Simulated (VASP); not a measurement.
A run of VASP 6.6.1:

POSCAR

```
Rh
1.0
    0.0000000000      1.8978500000      1.8978500000
    1.8978500000      0.0000000000      1.8978500000
    1.8978500000      1.8978500000      0.0000000000
Rh
1
Direct
    0.0000000000      0.0000000000      0.0000000000
```

INCAR.step1

```
PREC     = Accurate       # precision mode
ENCUT    = 520            # plane-wave cutoff, eV
EDIFF    = 1E-6           # SCF threshold, eV
ISMEAR   = -1             # smearing method
SIGMA    = 0.05           # smearing width, eV
LREAL    = False          # projectors in reciprocal space
LASPH    = True           # aspherical terms in the spheres
NELM     = 100            # most SCF steps
ALGO     = Normal         # electronic algorithm
ISIF     = 2              # what is computed and relaxed
LWAVE    = False          # write WAVECAR
LCHARG   = True           # write CHGCAR
LMAXMIX  = 4              # l up to which the mixer works
NBANDS   = 14             # bands
```

File KPOINTS.step1:

```
regular mesh
0
Gamma
  15 15 15
```

Contents of INCAR.step2:

```
PREC     = Accurate       # precision mode
ENCUT    = 520            # plane-wave cutoff, eV
EDIFF    = 1E-6           # SCF threshold, eV
ISMEAR   = -5             # smearing method
SIGMA    = 0.05           # smearing width, eV
LREAL    = False          # projectors in reciprocal space
LASPH    = True           # aspherical terms in the spheres
NELM     = 100            # most SCF steps
ALGO     = Normal         # electronic algorithm
ISIF     = 2              # what is computed and relaxed
LWAVE    = False          # write WAVECAR
LCHARG   = False          # write CHGCAR
LMAXMIX  = 4              # l up to which the mixer works
LORBIT   = 10             # projections on sites
NEDOS    = 2001           # points of the DOS
ICHARG   = 11             # starting density
```

The input KPOINTS.step2:

```
regular mesh
0
Gamma
  23 23 23
```

Potentials or basis: VASP PAW LDA potentials, release 64 (Rh_pv).

Run with:

```bash
$ cat potpaw_LDA.64/Rh_pv/POTCAR > POTCAR
$ cp INCAR.step1 INCAR
$ cp KPOINTS.step1 KPOINTS
$ mpirun -np 1 vasp_std > vasp.out
$ cp INCAR.step2 INCAR
$ cp KPOINTS.step2 KPOINTS
$ mpirun -np 1 vasp_std > vasp.out
```

Hardware: 1 thread of Intel(R) Xeon(R) Platinum 8559C (Emerald Rapids) (shared host).

Task: How long does it take, and how much memory?

Result: Wall time 38 s on 1 thread of Intel(R) Xeon(R) Platinum 8559C (Emerald Rapids), with other jobs on the host, peak memory 0.16 GiB. Counts: k points 364.
